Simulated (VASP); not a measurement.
TaC:

```xyz
2
Lattice="0.0000 2.2230 2.2230 2.2230 0.0000 2.2230 2.2230 2.2230 0.0000" Properties=species:S:1:pos:R:3 pbc="T T T"
Ta    0.0000    0.0000    0.0000
C     2.2230    2.2230    2.2230
```

| Quantity | Value |
| --- | --- |
| Program | VASP 6.6.1 |
| Task | relaxation of cell and atoms |
| Functional | PBE |
| Potentials or basis | VASP PAW PBE potentials, release 64 (Ta_pv, C) |
| Cutoff | 600 eV |
| k mesh | 6 × 6 × 6 |
| Occupations | gaussian, width 0.1 eV |
| Spin | no spin polarisation |

At the start: pressure 7.2 GPa; volume 10.99 Å³/atom.

Problem. How do energy, volume and symmetry change on relaxing?

Solution. Over 3 steps the energy falls by 5.2 meV/atom and the volume is 11.22 Å³/atom (+2.2 %); space group Fm-3m (No. 225, to 0.05 Å).

The path:
```
step  energy change (eV)  largest force (eV/Å)  pressure (GPa)  volume (Å³)
   1              0.0000                0.0000            7.17        21.97
   2              0.0424                0.0000          -14.31        23.57
   3             -0.0103                0.0000           -0.11        22.45
```

Final structure:
```
Ta C
1.0
     0.00000    2.23904    2.23904
     2.23904    0.00000    2.23904
     2.23904    2.23904    0.00000
Ta C
1 1
Direct
  0.00000 0.00000 0.00000
  0.50000 0.50000 0.50000
```

Caveat: the k points lie up to 0.41 Å⁻¹ apart in the final cell.
